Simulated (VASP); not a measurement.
# Be (Fm-3m) in VASP: notebook

The runs below take Be through single point, with RPBE.

Program: VASP 6.6.1. These are calculated values, not measurements. Logs are shortened: lines on timing, memory, paths and dates and some standing lists are left out, and cuts for length are marked.

## (1) The cell of the first run

The structure is cubic, space group Fm-3m (No. 225). The conventional cell has a = 3.144 Å, b = 3.144 Å, c = 3.144 Å, α = 90.00°, β = 90.00°, γ = 90.00°. Be (site symmetry m-3m) has 12 Be at 2.22 Å within 2.9 Å.

## (2) Single point, RPBE (volume scaled by 0.96)

INCAR

```
SYSTEM = Be
PREC     = Accurate       ! precision mode
ENCUT    = 520            ! plane-wave cutoff, eV
EDIFF    = 1E-6           ! SCF threshold, eV
ISMEAR   = -1             ! smearing method
SIGMA    = 0.1            ! smearing width, eV
LREAL    = .False.        ! projectors in reciprocal space
LASPH    = .True.         ! aspherical terms in the spheres
NELM     = 100            ! most SCF steps
ALGO     = Normal         ! electronic algorithm
ISIF     = 2              ! what is computed and relaxed
LWAVE    = .False.        ! write WAVECAR
LCHARG   = .False.        ! write CHGCAR
GGA      = RP             ! functional
NBANDS   = 7              ! bands
```

KPOINTS

```
regular mesh
0
Gamma
  19 19 19
  0 0 0
```

POSCAR

```
Be
1.0
    0.0000000000      1.5721556471      1.5721556471
    1.5721556471      0.0000000000      1.5721556471
    1.5721556471      1.5721556471      0.0000000000
Be
1
Direct
    0.0000000000      0.0000000000      0.0000000000
```

Potentials or basis: VASP PAW PBE potentials, release 64 (Be).

Run with:

```
> cat potpaw_PBE.64/Be/POTCAR > POTCAR
> mpirun -np 1 vasp_std > vasp.out
```

OUTCAR:

```text
SYSTEM = Be
   PREC = Accurate
   ENCUT = 520
   EDIFF = 1E-6
   ISMEAR = -1
   LREAL = .False.
   LASPH = .True.
   NELM = 100
   ISIF = 2
   GGA = RP

 ion  position               nearest neighbor table
   1  0.000  0.000  0.000-

  LATTYP: Found a face centered cubic cell.
 ALAT       =     3.1443112942

  Lattice vectors:

 A1 = (   0.0000000000,   1.5721556471,   1.5721556471)
 A2 = (   1.5721556471,   0.0000000000,   1.5721556471)
 A3 = (   1.5721556471,   1.5721556471,   0.0000000000)

Analysis of symmetry for initial positions (statically):
=====================================================================
 Subroutine PRICEL returns:
 Original cell was already a primitive cell.

 Routine SETGRP: Setting up the symmetry group for a
 face centered cubic supercell.

 Subroutine GETGRP returns: Found 48 space group operations
 (whereof 48 operations were pure point group operations)
 out of a pool of 48 trial point group operations.

The static configuration has the point symmetry O_h .

Analysis of symmetry for dynamics (positions and initial velocities):
=====================================================================
 Subroutine PRICEL returns:
 Original cell was already a primitive cell.

 Routine SETGRP: Setting up the symmetry group for a
 face centered cubic supercell.

 Subroutine GETGRP returns: Found 48 space group operations
 (whereof 48 operations were pure point group operations)
 out of a pool of 48 trial point group operations.

The dynamic configuration has the point symmetry O_h .

 Subroutine INISYM returns: Found 48 space group operations
 (whereof 48 operations are pure point group operations),
 and found     1 'primitive' translations

----------------------------------------------------------------------------------------

                                     Primitive cell

  volume of cell :       7.7717

  direct lattice vectors                    reciprocal lattice vectors
     0.000000000  1.572155647  1.572155647    -0.318034668  0.318034668  0.318034668
     1.572155647  0.000000000  1.572155647     0.318034668 -0.318034668  0.318034668
     1.572155647  1.572155647  0.000000000     0.318034668  0.318034668 -0.318034668

  length of vectors
     2.223363838  2.223363838  2.223363838     0.550852204  0.550852204  0.550852204

  position of ions in fractional coordinates (direct lattice)
     0.000000000  0.000000000  0.000000000

  ion indices of the primitive-cell ions
   primitive index   ion index
                 1           1
[... 68 lines left out ...]
   LSORBIT =      F    spin-orbit coupling
   LASPH  =      T    aspherical Exc in radial PAW
   ENCUT  =  520.0 eV  38.22 Ry    6.18 a.u.   4.13  4.13  4.13*2*pi/ulx,y,z
   NELM   =    100;   NELMIN=  2; NELMDL= -5     # of ELM steps
   EDIFF  = 0.1E-05   stopping-criterion for ELM
   LREAL  =      F    real-space projection
   EDIFFG = 0.1E-04   stopping-criterion for IOM
   NSW    =      0    number of steps for IOM
   IBRION =     -1    ionic relax: 0-MD 1-quasi-New 2-CG
   NFREE  =      0    steps in history (QN), initial steepest desc. (CG)
   ISIF   =      2    stress and relaxation
   ISYM   =      2    0-nonsym 1-usesym 2-fastsym
   POTIM  = 0.5000    time-step for ionic-motion
   TEBEG  =    0.0;   TEEND  =   0.0 temperature during run
   PSTRESS=    0.0 pullay stress
   NELECT =       2.0000    total number of electrons
   NUPDOWN=      -1.0000    fix difference up-down
   EMIN   =  10.00;   EMAX   =-10.00  energy-range for DOS
   EFERMI =   0.00;   METHOD = LEGACY
   ISMEAR =    -1;   SIGMA  =   0.10  broadening in eV -4-tet -1-fermi 0-gaus
   EFERMI_NEDOS =   21; number of points for ismear=-14 and -15
   IALGO  =     38    algorithm
   IMIX   =      4    mixing-type and parameters
     AMIX     =   0.40;   BMIX     =  1.00
     AMIX_MAG =   1.60;   BMIX_MAG =  1.00
  volume/ion in A,a.u.               =       7.77        52.45
  Fermi-wavevector in a.u.,A,eV,Ry     =   1.041308  1.967787 14.753107  1.084323
  Thomas-Fermi vector in A             =   2.175923
   LORBIT       =      0    0 simple, 1 ext, 2 COOP (PROOUT), +10 PAW based schemes
   GGA     = RP    functional components
   LHFCALC =     F    Hartree Fock is set to
   AEXX    =    0.0000 exact exchange contribution
   IVDW    =     0    specifies the selected vdW correction
   LEPSILON=     F    determine dielectric tensor
   LRPA    =     F    only Hartree local field effects (RPA)
 non-spin polarized calculation
  energy-cutoff  :      520.00
  volume of cell :        7.77
 maximum number of plane-waves:       220
 NGX is ok and might be reduce to    18
   NGX =  9   NGY =  9   NGZ =  9

 number of electron       2.0000000 magnetization

 Free energy of the ion-electron system (eV)
  ---------------------------------------------------
  ext. energy  EPLUGINS =         0.00000000
  ---------------------------------------------------
  free energy    TOTEN  =        -3.42992807 eV

  energy without entropy =       -3.42713409  energy(sigma->0) =       -3.42853108

 E-fermi :   7.7411     XC(G=0): -10.6675

 val. band max:        7.4517806181   @ k =  -0.3158   0.4211   0.1053
 cond. band min:       7.7978375475   @ k =  -0.3684   0.3684   0.0000
 fundamental gap:      0.3460569294
 Fermi energy:         7.7411327711

 k-point     1 :       0.0000    0.0000    0.0000
  band No.  band energies     occupation
      1      -4.2398      2.00000
      2      27.6216      0.00000
      3      27.6216      0.00000
      4      27.6216      0.00000
      5      37.0217      0.00000
      6      37.0217      0.00000
      7      37.0217      0.00000
[... 221 lines left out ...]
 k-point    24 :      -0.2632    0.0526    0.0000
  band No.  band energies     occupation
      1      -1.5259      2.00000
      2      15.5039      0.00000
      3      24.0224      0.00000
      4      26.1332      0.00000
      5      35.4853      0.00000
      6      36.4690      0.00000
      7      38.0089      0.00000

 [... further k-points ...]
[... 5 lines left out ...]
  --------------------------------------------------------------------------------------
  -------------------------------------------------------------------------------------
  Total        0.2437397      0.2437397      0.2437397      0.0000000      0.0000000     -0.0000000
  in kB       50.2481788     50.2481788     50.2481788      0.0000000      0.0000000     -0.0000000
  external PRESSURE =      50.2481788 kB  Pullay stress =       0.0000000 kB

 VOLUME and BASIS-vectors are now :
 -----------------------------------------------------------------------------
  energy-cutoff  :      520.00
  volume of cell :        7.77
      direct lattice vectors                 reciprocal lattice vectors
     0.000000000  1.572155647  1.572155647    -0.318034668  0.318034668  0.318034668
     1.572155647  0.000000000  1.572155647     0.318034668 -0.318034668  0.318034668
     1.572155647  1.572155647  0.000000000     0.318034668  0.318034668 -0.318034668

 POSITION                                       TOTAL-FORCE (eV/Angst)
 -----------------------------------------------------------------------------------
      0.00000      0.00000      0.00000        -0.000000     -0.000000     -0.000000
 -----------------------------------------------------------------------------------
    total drift:                                0.000000      0.000000     -0.000000

  FREE ENERGIE OF THE ION-ELECTRON SYSTEM (eV)
  ---------------------------------------------------
  free  energy   TOTEN  =        -3.4299280740 eV

  energy  without entropy=       -3.4271340882  energy(sigma->0) =       -3.42853108
```

Run time: 13 s. Hardware: 1 thread of Intel Xeon Platinum 8488C (Sapphire Rapids), shared host; peak memory 0.12 GiB.

What came out:

| Property | Result |
| --- | --- |
| Free energy | -3.4299 eV |
| Pressure | 5.0 GPa |
| Band gap on the k mesh | zero (band 1 reaches 8.42 eV, above the bottom of band 2 at 7.80 eV) |

Caveat: the cell differs from its parent crystal (volume scaled by 0.96); the PAW data sets were made with another functional, which shifts forces and pressure a little.

## (3) Single point, RPBE

This run uses another cell than the first one, of 8.10 Å³/atom, 1.042 times its volume.

INCAR

```
SYSTEM = Be
PREC = Accurate
ENCUT = 520
EDIFF = 1E-7
ISMEAR = -1
SIGMA = 0.1
LREAL = .False.
LASPH = .True.
NELM = 100
ALGO = Normal
ISIF = 2
LWAVE = .False.
LCHARG = .False.
GGA = RP
NBANDS = 7
```

KPOINTS is that of step 2.

POSCAR

```
Be
1.0
    0.0000000000      1.5936947023      1.5936947023
    1.5936947023      0.0000000000      1.5936947023
    1.5936947023      1.5936947023      0.0000000000
Be
1
Direct
    0.0000000000      0.0000000000      0.0000000000
```

Potentials or basis: VASP PAW PBE potentials, release 64 (Be).

Run with:

```
> cat potpaw_PBE.64/Be/POTCAR > POTCAR
> mpirun -np 1 vasp_std > vasp.out
```

OUTCAR:

```text
SYSTEM = Be
   PREC = Accurate
   ENCUT = 520
   EDIFF = 1E-7
   ISMEAR = -1
   LREAL = .False.
   LASPH = .True.
   NELM = 100
   ISIF = 2
   GGA = RP

 ion  position               nearest neighbor table
   1  0.000  0.000  0.000-

  LATTYP: Found a face centered cubic cell.
 ALAT       =     3.1873894046

  Lattice vectors:

 A1 = (   0.0000000000,   1.5936947023,   1.5936947023)
 A2 = (   1.5936947023,   0.0000000000,   1.5936947023)
 A3 = (   1.5936947023,   1.5936947023,   0.0000000000)

Analysis of symmetry for initial positions (statically):
=====================================================================
 Subroutine PRICEL returns:
 Original cell was already a primitive cell.

 Routine SETGRP: Setting up the symmetry group for a
 face centered cubic supercell.

 Subroutine GETGRP returns: Found 48 space group operations
 (whereof 48 operations were pure point group operations)
 out of a pool of 48 trial point group operations.

The static configuration has the point symmetry O_h .

Analysis of symmetry for dynamics (positions and initial velocities):
=====================================================================
 Subroutine PRICEL returns:
 Original cell was already a primitive cell.
[... 151 lines left out ...]

  energy without entropy =       -3.43159780  energy(sigma->0) =       -3.43321443

 E-fermi :   7.3276     XC(G=0): -10.5335

 val. band max:        7.1227578316   @ k =  -0.3158   0.4211   0.1053
 cond. band min:       7.3653741327   @ k =  -0.4737   0.0526   0.0000
 fundamental gap:      0.2426163011
 Fermi energy:         7.3275741299

 k-point     1 :       0.0000    0.0000    0.0000
  band No.  band energies     occupation
      1      -4.3485      2.00000
      2      26.6346      0.00000
      3      26.6346      0.00000
      4      26.6346      0.00000
      5      35.9300      0.00000
      6      35.9300      0.00000
      7      35.9300      0.00000
[... 221 lines left out ...]
 k-point    24 :      -0.2632    0.0526    0.0000
  band No.  band energies     occupation
      1      -1.6759      2.00000
      2      14.9025      0.00000
      3      23.1650      0.00000
      4      25.1971      0.00000
      5      34.4241      0.00000
      6      35.3987      0.00000
      7      36.7945      0.00000

 [... further k-points ...]
[... 5 lines left out ...]
  --------------------------------------------------------------------------------------
  -------------------------------------------------------------------------------------
  Total       -0.0008038     -0.0008038     -0.0008038     -0.0000000     -0.0000000      0.0000000
  in kB       -0.1590859     -0.1590859     -0.1590859     -0.0000000     -0.0000000      0.0000000
  external PRESSURE =      -0.1590859 kB  Pullay stress =       0.0000000 kB

 VOLUME and BASIS-vectors are now :
 -----------------------------------------------------------------------------
  energy-cutoff  :      520.00
  volume of cell :        8.10
      direct lattice vectors                 reciprocal lattice vectors
     0.000000000  1.593694702  1.593694702    -0.313736376  0.313736376  0.313736376
     1.593694702  0.000000000  1.593694702     0.313736376 -0.313736376  0.313736376
     1.593694702  1.593694702  0.000000000     0.313736376  0.313736376 -0.313736376

 POSITION                                       TOTAL-FORCE (eV/Angst)
 -----------------------------------------------------------------------------------
      0.00000      0.00000      0.00000         0.000000     -0.000000      0.000000
 -----------------------------------------------------------------------------------
    total drift:                               -0.000000      0.000000     -0.000000

  FREE ENERGIE OF THE ION-ELECTRON SYSTEM (eV)
  ---------------------------------------------------
  free  energy   TOTEN  =        -3.4348310517 eV

  energy  without entropy=       -3.4315977998  energy(sigma->0) =       -3.43321443
```

Wall time 14 s (1 thread of Intel Xeon Platinum 8488C (Sapphire Rapids), shared host); peak memory 0.11 GiB.

Results:

| Property | Result |
| --- | --- |
| Free energy | -3.4348 eV |
| Pressure | 0.0 GPa |
| Band gap on the k mesh | zero (band 1 reaches 8.07 eV, above the bottom of band 2 at 7.37 eV) |

Caveat: the PAW data sets were made with another functional, which shifts forces and pressure a little.

## (4) Single point, RPBE (volume scaled by 1.04)

INCAR

```
SYSTEM = Be
ALGO     = Normal         ! electronic algorithm
EDIFF    = 1E-7           ! SCF threshold, eV
ENCUT    = 520            ! plane-wave cutoff, eV
GGA      = RP             ! functional
ISIF     = 2              ! what is computed and relaxed
ISMEAR   = -1             ! smearing method
LASPH    = .TRUE.         ! aspherical terms in the spheres
LCHARG   = .FALSE.        ! write CHGCAR
LREAL    = .FALSE.        ! projectors in reciprocal space
LWAVE    = .FALSE.        ! write WAVECAR
NBANDS   = 7              ! bands
NELM     = 60             ! most SCF steps
PREC     = Accurate       ! precision mode
SIGMA    = 0.1            ! smearing width, eV
```

KPOINTS

```
k-points
0
G
  19 19 19
  0 0 0
```

POSCAR

```
Be
1.0
    0.0000000000      1.6146667745      1.6146667745
    1.6146667745      0.0000000000      1.6146667745
    1.6146667745      1.6146667745      0.0000000000
Be
1
Direct
    0.0000000000      0.0000000000      0.0000000000
```

Run with:

```
> cat potpaw_PBE.64/Be/POTCAR > POTCAR
> mpirun -np 1 vasp_std > vasp.out
```

It took 12 s on 1 thread of Intel Xeon Platinum 8488C (Sapphire Rapids), shared host; peak memory 0.12 GiB.

Results (log left out):

| Item | Value |
| --- | --- |
| Free energy | -3.4304 eV |
| Pressure | -4.2 GPa |
| Band gap on the k mesh | zero (band 1 reaches 7.73 eV, above the bottom of band 2 at 6.94 eV) |

Levels at points of the mesh, in eV from the Fermi level:
```csv
k point,band 1,band 2,band 3,band 4,band 5
"(0.00, 0.00, 0.00)",-11.39,18.77,18.77,18.77,27.97
```

Caveat: the cell differs from its parent crystal (volume scaled by 1.04); the PAW data sets were made with another functional, which shifts forces and pressure a little.

## (5) Single point, RPBE (volume scaled by 1.08)

INCAR

```
  PREC = Accurate
  ENCUT = 520
  EDIFF = 1E-7
  ISMEAR = -1
  SIGMA = 0.1
  LREAL = F
  LASPH = T
  NELM = 60
  ALGO = Normal
  ISIF = 2
  LWAVE = F
  LCHARG = F
  GGA = RP
  NBANDS = 7
```

KPOINTS

```
regular mesh
0
Gamma
  19 19 19
```

POSCAR

```
Be
1.0
    0.0000000000      1.6351077644      1.6351077644
    1.6351077644      0.0000000000      1.6351077644
    1.6351077644      1.6351077644      0.0000000000
Be
1
Direct
    0.0000000000      0.0000000000      0.0000000000
```

Run with:

```
> cat potpaw_PBE.64/Be/POTCAR > POTCAR
> mpirun -np 1 vasp_std > vasp.out
```

Run time: 13 s. Hardware: 1 thread of Intel Xeon Platinum 8488C (Sapphire Rapids), shared host; peak memory 0.12 GiB.

The run converged. Its results:

- Free energy: -3.4182 eV
- Pressure: -7.8 GPa
- Band gap on the k mesh: zero (band 1 reaches 7.42 eV, above the bottom of band 2 at 6.54 eV)

Levels at points of the mesh, in eV from the Fermi level:
```tsv
k point	band 1	band 2	band 3	band 4	band 5	band 6
(0.00, 0.00, 0.00)	-11.12	18.26	18.26	18.26	27.36	27.36
```

Caveat: the cell differs from its parent crystal (volume scaled by 1.08); the PAW data sets were made with another functional, which shifts forces and pressure a little.

## (6) Summary

```csv
cell,gap on the mesh (eV),pressure (GPa)
"a = 2.223 Å, angles 60.0°, 1 atom",none,5.0
"a = 2.254 Å, angles 60.0°, 1 atom",none,0.0
"a = 2.283 Å, angles 60.0°, 1 atom",none,-4.2
"a = 2.312 Å, angles 60.0°, 1 atom",none,-7.8
```

Alike in all rows: task single point; level RPBE; potentials or basis VASP PAW PBE potentials, release 64 (Be); no spin polarisation; k mesh 19 × 19 × 19; cutoff (eV) 520; smearing fermi-dirac 0.1 eV.

Caveats: the PAW data sets were made with another functional, which shifts forces and pressure a little.

Absolute energies hang on the potentials; compare differences alone.
